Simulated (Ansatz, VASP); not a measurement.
## BaTiO3: VASP beside Ansatz

Contents of INCAR:

```
SYSTEM = BaTiO3
ALGO = Normal
EDIFF = 1E-7
ENCUT = 520
GGA = PE
ISIF = 2
ISMEAR = -1
LASPH = .TRUE.
LCHARG = .TRUE.
LELF = .TRUE.
LREAL = .FALSE.
LVHAR = .TRUE.
LWAVE = .FALSE.
NBANDS = 28
NELM = 80
PREC = Accurate
SIGMA = 0.08
```

KPOINTS

```
k-points
0
G
  7 7 7
  0 0 0
```

POSCAR

```
BaTiO3
1.0
    4.0397980000      0.0000000000      0.0000000000
    0.0000000000      4.0397980000      0.0000000000
    0.0000000000      0.0000000000      4.0180000000
Ba Ti O
1 1 3
Direct
    0.0000000000      0.0000000000      0.0000000000
    0.5000000000      0.5000000000      0.4820000000
    0.5000000000      0.5000000000      0.0160000000
    0.5000000000      0.0000000000      0.5150000000
    0.0000000000      0.5000000000      0.5150000000
```

Input for Ansatz:

```yaml
crystal:
  lattice:
    - [4.039798, 0.0, 0.0]
    - [0.0, 4.039798, 0.0]
    - [0.0, 0.0, 4.018]
  atoms:
    - { symbol: Ba, position: [0.0, 0.0, 0.0] }
    - { symbol: Ti, position: [0.5, 0.5, 0.482] }
    - { symbol: O, position: [0.5, 0.5, 0.016] }
    - { symbol: O, position: [0.5, 0.0, 0.515] }
    - { symbol: O, position: [0.0, 0.5, 0.515] }
kpoints:
  mp_grid: { grid: [7, 7, 7] }
  band_path:
    path:
      - [0.0, 0.0, 0.0]
      - [0.0, 0.5, 0.0]
      - [0.5, 0.5, 0.0]
      - [0.0, 0.0, 0.0]
      - [0.0, 0.0, 0.5]
      - [0.0, 0.5, 0.5]
      - [0.5, 0.5, 0.5]
      - [0.0, 0.0, 0.5]
      - [0.0, 0.5, 0.0]
    npoints: 5
scf:
  occupations: { method: fermi_dirac, width: 0.08 }
hamiltonian:
  xc: pbe
  pseudopotentials: { kind: all_electron, lapw: { basis_error: 0.001 } }
output:
  forces: true
  stress: true
  eigenvalues: true
```

Change from the starting cell: equal xx and yy strain of +1 %.

Alike in both runs: task single point; functional PBE; k mesh 7 × 7 × 7; occupations fermi-dirac, width 0.08 eV; no spin polarisation.

```csv
,VASP,Ansatz
version,VASP 6.6.1,Ansatz 0.2.0
potentials or method,"VASP PAW PBE potentials, release 64 (Ba_sv, Ti_sv, O), cutoff 520 eV","all-electron LAPW, scalar-relativistic"
```

|  | VASP | Ansatz | Ansatz less VASP |
| --- | --- | --- | --- |
| pressure (GPa) | 1.1 | -0.6 | -1.65 |
| traceless stress, the component that is largest in VASP (GPa) | 2.19 | 2.08 | -0.111 |
| rms of the force components (eV/Å) | 0.112 | 0.121 | +0.0092 |

Atom by atom the forces differ by 0.020 eV/Å (rms over components). Ansatz ran all-electron here, and VASP with PAW potentials.

Neither program's run includes spin-orbit coupling.
